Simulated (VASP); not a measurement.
# MgGeI3 (R3m) in VASP: single point with r2SCAN

Aim: the single point of MgGeI3 with r2SCAN.

Everything below comes from runs of VASP 6.6.1. Logs are shortened: lines on timing, memory, paths and dates and some standing lists are left out, and cuts for length are marked.

### Step 1. The cell of the first run

Symmetry: R3m, No. 160, trigonal system. Conventional cell: a = 7.789 Å, b = 7.789 Å, c = 9.939 Å, α = 90.00°, β = 90.00°, γ = 120.00°. Within 3.7 Å of I (site symmetry m) lie 2 Ge at 2.79 to 2.80 Å and 1 Mg at 2.86 Å. Within 3.8 Å of Mg (site symmetry 3m) lie 3 I at 2.86 Å and 1 Ge at 3.41 Å. Ge (site symmetry 3m) has 6 I at 2.79 to 2.80 Å and 1 Mg at 3.41 Å within 3.7 Å.

### Step 2. Single point, r2SCAN

Contents of POSCAR:

```
MgGeI3
1.0
    3.8947002778      2.2486047552      3.3128756542
   -3.8947002778      2.2486047552      3.3128756542
    0.0000000000     -4.4972140061      3.3128726028
I Mg Ge
3 1 1
Direct
    0.4818907630      0.9795013658      0.4818907630
    0.4818907630      0.4818907630      0.9795013658
    0.9795013658      0.4818907630      0.4818907630
    0.1379369981      0.1379369981      0.1379369981
    0.4808101102      0.4808101102      0.4808101102
```

Contents of INCAR.step1:

```
SYSTEM = MgGeI3
PREC = Accurate ; ENCUT = 520
ISMEAR = -1 ; SIGMA = 0.0513
LREAL = .FALSE. ; LASPH = .TRUE.
NELM = 80 ; NBANDS = 26
GGA = PE ; ALGO = Normal
EDIFF = 1E-4 ; LWAVE = .TRUE.
LCHARG = .FALSE.
```

Contents of INCAR.step2:

```
SYSTEM = MgGeI3
PREC = Accurate ; ENCUT = 520
EDIFF = 1E-7 ; ISMEAR = -1
SIGMA = 0.0513 ; LREAL = .FALSE.
LASPH = .TRUE. ; NELM = 80
ALGO = Normal ; ISIF = 2
LWAVE = .FALSE. ; LCHARG = .FALSE.
METAGGA = R2SCAN ; LMIXTAU = .TRUE.
NBANDS = 26 ; ISTART = 1
```

Contents of KPOINTS:

```
Automatic mesh
0
G
  6 6 6
  0 0 0
```

Potentials or basis: VASP PAW PBE potentials, release 64 (I, Mg, Ge_d).

Launch:

```bash
cat potpaw_PBE.64/I/POTCAR potpaw_PBE.64/Mg/POTCAR potpaw_PBE.64/Ge_d/POTCAR > POTCAR
cp INCAR.step1 INCAR
mpirun -np 1 vasp_std > vasp.out
cp INCAR.step2 INCAR
mpirun -np 1 vasp_std > vasp.out
```

OUTCAR:

```text
SYSTEM = MgGeI3
   PREC = Accurate
   ENCUT = 520
   EDIFF = 1E-7
   ISMEAR = -1
   LREAL = .FALSE.
   LASPH = .TRUE.
   NELM = 80
   ISIF = 2
   METAGGA = R2SCAN
   ISTART = 1

 ion  position               nearest neighbor table
   1  0.482  0.980  0.482-   5 2.79   5 2.80   4 2.86
   2  0.482  0.482  0.980-   5 2.79   5 2.80   4 2.86
   3  0.980  0.482  0.482-   5 2.79   5 2.80   4 2.86
   4  0.138  0.138  0.138-   2 2.86   1 2.86   3 2.86
   5  0.481  0.481  0.481-   2 2.79   1 2.79   3 2.79   2 2.80   1 2.80   3 2.80

  LATTYP: Found a trigonal (rhomboedric) cell.
 ALAT       =     5.5857012719
 COS(alpha) =     0.0276498900

  Lattice vectors:

 A1 = (   3.8947002778,   2.2486047552,   3.3128756542)
 A2 = (  -3.8947002778,   2.2486047552,   3.3128756542)
 A3 = (   0.0000000000,  -4.4972140061,   3.3128726028)

Analysis of symmetry for initial positions (statically):
=====================================================================
 Subroutine PRICEL returns:
 Original cell was already a primitive cell.

 Routine SETGRP: Setting up the symmetry group for a
 trigonal (rhombohedral) supercell.

 Subroutine GETGRP returns: Found  6 space group operations
 (whereof  6 operations were pure point group operations)
 out of a pool of 12 trial point group operations.

The static configuration has the point symmetry C_3v.

Analysis of symmetry for dynamics (positions and initial velocities):
=====================================================================
 Subroutine PRICEL returns:
 Original cell was already a primitive cell.

 Routine SETGRP: Setting up the symmetry group for a
 trigonal (rhombohedral) supercell.

 Subroutine GETGRP returns: Found  6 space group operations
 (whereof  6 operations were pure point group operations)
 out of a pool of 12 trial point group operations.

The dynamic configuration has the point symmetry C_3v.

 Subroutine INISYM returns: Found  6 space group operations
 (whereof  6 operations are pure point group operations),
 and found     1 'primitive' translations

----------------------------------------------------------------------------------------

                                     Primitive cell

  volume of cell :     174.0779

[... 92 lines left out ...]
   ENCUT  =  520.0 eV  38.22 Ry    6.18 a.u.  10.39 10.39 10.39*2*pi/ulx,y,z
   NELM   =     80;   NELMIN=  2; NELMDL=  0     # of ELM steps
   EDIFF  = 0.1E-06   stopping-criterion for ELM
   LREAL  =      F    real-space projection
   EDIFFG = 0.1E-05   stopping-criterion for IOM
   NSW    =      0    number of steps for IOM
   IBRION =     -1    ionic relax: 0-MD 1-quasi-New 2-CG
   NFREE  =      0    steps in history (QN), initial steepest desc. (CG)
   ISIF   =      2    stress and relaxation
   ISYM   =      2    0-nonsym 1-usesym 2-fastsym
   POTIM  = 0.5000    time-step for ionic-motion
   TEBEG  =    0.0;   TEEND  =   0.0 temperature during run
   PSTRESS=    0.0 pullay stress
   NELECT =      37.0000    total number of electrons
   NUPDOWN=      -1.0000    fix difference up-down
   EMIN   =  10.00;   EMAX   =-10.00  energy-range for DOS
   EFERMI =   0.00;   METHOD = LEGACY
   ISMEAR =    -1;   SIGMA  =   0.05  broadening in eV -4-tet -1-fermi 0-gaus
   EFERMI_NEDOS =   21; number of points for ismear=-14 and -15
   IALGO  =     38    algorithm
   IMIX   =      4    mixing-type and parameters
     AMIX     =   0.40;   BMIX     =  1.00
     AMIX_MAG =   1.60;   BMIX_MAG =  1.00
  volume/ion in A,a.u.               =      34.82       234.95
  Fermi-wavevector in a.u.,A,eV,Ry     =   0.976999  1.846261 12.987132  0.954527
  Thomas-Fermi vector in A             =   2.107662
   LORBIT       =      0    0 simple, 1 ext, 2 COOP (PROOUT), +10 PAW based schemes
   METAGGA = R2SCAN    functional components
   LHFCALC =     F    Hartree Fock is set to
   AEXX    =    0.0000 exact exchange contribution
   IVDW    =     0    specifies the selected vdW correction
   LEPSILON=     F    determine dielectric tensor
   LRPA    =     F    only Hartree local field effects (RPA)
 non-spin polarized calculation
  energy-cutoff  :      520.00
  volume of cell :      174.08
 maximum number of plane-waves:      4707
 NGX is ok and might be reduce to    42
   NGX = 21   NGY = 21   NGZ = 21

 number of electron      37.0000010 magnetization

 Free energy of the ion-electron system (eV)
  ---------------------------------------------------
  ext. energy  EPLUGINS =         0.00000000
  ---------------------------------------------------
  free energy    TOTEN  =       -92.31180634 eV

  energy without entropy =      -92.28493622  energy(sigma->0) =      -92.29837128

 E-fermi :   4.5398     XC(G=0):  -8.6270

 val. band max:        4.5323405317   @ k =  -0.3333   0.3333   0.3333
 cond. band min:       4.5589878789   @ k =  -0.1667   0.1667   0.0000
 fundamental gap:      0.0266473472
 Fermi energy:         4.5398157846

 k-point     1 :       0.0000    0.0000    0.0000
  band No.  band energies     occupation
      1     -21.5517      2.00000
      2     -21.5517      2.00000
      3     -21.5227      2.00000
      4     -21.5227      2.00000
      5     -21.5204      2.00000
      6     -11.2602      2.00000
[... 685 lines left out ...]
     25       9.0682      0.00000
     26       9.5897      0.00000

 [... further k-points ...]

------------------------ aborting loop because EDIFF is reached ----------------------------------------

  FORCE on cell =-STRESS in cart. coord.  units (eV):
  Direction    XX          YY          ZZ          XY          YZ          ZX
  --------------------------------------------------------------------------------------
  -------------------------------------------------------------------------------------
  Total        5.3279781      5.3279781      5.3323856      0.0000000     -0.0000000     -0.0000000
  in kB       49.0376109     49.0376109     49.0781772      0.0000000     -0.0000000     -0.0000000
  external PRESSURE =      49.0511330 kB  Pullay stress =       0.0000000 kB

 VOLUME and BASIS-vectors are now :
 -----------------------------------------------------------------------------
  energy-cutoff  :      520.00
  volume of cell :      174.08
      direct lattice vectors                 reciprocal lattice vectors
     3.894700278  2.248604755  3.312875654     0.128379584  0.074119942  0.100617585
    -3.894700278  2.248604755  3.312875654    -0.128379584  0.074119942  0.100617585
     0.000000000 -4.497214006  3.312872603     0.000000000 -0.148240020  0.100617484

 POSITION                                       TOTAL-FORCE (eV/Angst)
 -----------------------------------------------------------------------------------
     -1.93804      1.11893      6.43785        -0.007732      0.004464     -0.002976
      0.00000     -2.23786      6.43785         0.000000     -0.008928     -0.002976
      1.93804      1.11893      6.43785         0.007732      0.004464     -0.002976
      0.00000     -0.00000      1.37090         0.000000     -0.000000      0.014222
      0.00000     -0.00000      4.77859         0.000000      0.000000     -0.005295
 -----------------------------------------------------------------------------------
    total drift:                               -0.000000     -0.000005     -0.005404

  FREE ENERGIE OF THE ION-ELECTRON SYSTEM (eV)
  ---------------------------------------------------
  free  energy   TOTEN  =       -92.3118063352 eV

  energy  without entropy=      -92.2849362248  energy(sigma->0) =      -92.29837128
```

OUTCAR.step1:

```text
SYSTEM = MgGeI3
   PREC = Accurate
   ENCUT = 520
   ISMEAR = -1
   LREAL = .FALSE.
   LASPH = .TRUE.
[... 929 lines left out ...]
      1.93804      1.11893      6.43785        -0.039043     -0.022542      0.060830
      0.00000     -0.00000      1.37090         0.000000      0.000000     -0.166666
      0.00000     -0.00000      4.77859         0.000000      0.000000     -0.015825
 -----------------------------------------------------------------------------------
    total drift:                               -0.000000     -0.000005      0.002933

  FREE ENERGIE OF THE ION-ELECTRON SYSTEM (eV)
  ---------------------------------------------------
  free  energy   TOTEN  =       -11.1530372635 eV

  energy  without entropy=      -11.1240899156  energy(sigma->0) =      -11.13856359
```

OSZICAR.step1:

```text
N       E                     dE             d eps       ncg     rms          rms(c)
DAV:   1     0.284178381852E+03    0.28418E+03   -0.15292E+04  1978   0.171E+03
DAV:   2     0.316564193010E+02   -0.25252E+03   -0.24127E+03  1902   0.446E+02
DAV:   3    -0.950739029239E+01   -0.41164E+02   -0.40645E+02  2050   0.127E+02
DAV:   4    -0.115075938087E+02   -0.20002E+01   -0.19898E+01  2054   0.321E+01
DAV:   5    -0.115793921826E+02   -0.71798E-01   -0.71783E-01  2410   0.616E+00    0.978E+00
DAV:   6    -0.111813334391E+02    0.39806E+00   -0.15116E+00  2000   0.376E+00    0.493E+00
DAV:   7    -0.111533322150E+02    0.28001E-01   -0.90119E-02  2186   0.266E+00    0.249E+00
DAV:   8    -0.111541284016E+02   -0.79619E-03   -0.38974E-02  2042   0.929E-01    0.223E-01
DAV:   9    -0.111529564715E+02    0.11719E-02   -0.70324E-03  2218   0.759E-01    0.125E-01
DAV:  10    -0.111530372635E+02   -0.80792E-04   -0.44077E-04  2058   0.176E-01
   1 F= -.11153037E+02 E0= -.11138564E+02  d E =-.289473E-01
```

It took 8.7 min on 1 thread of Intel Xeon Platinum 8175M at 2.50GHz (Skylake/Cascade Lake), shared host; peak memory 0.39 GiB.

What came out:

```
Free energy            : -92.3118 eV
Pressure               : 4.9 GPa
Largest force          : 0.014 eV/Å
Band gap on the k mesh : zero (an odd number of electrons rules out a gap without spin polarisation)
```

Forces on the atoms (eV/Å):
```
I   -0.008  0.004 -0.003
I    0.000 -0.009 -0.003
I    0.008  0.004 -0.003
Mg   0.000  0.000  0.014
Ge   0.000  0.000 -0.005
```

Caveat: the cell stands under pressure; the PAW data sets were made with another functional, which shifts forces and pressure a little; spin-orbit coupling is left out, which moves the levels of the heavy elements; an odd number of electrons without spin polarisation forces a metal; a magnetic or distorted state may lie lower.
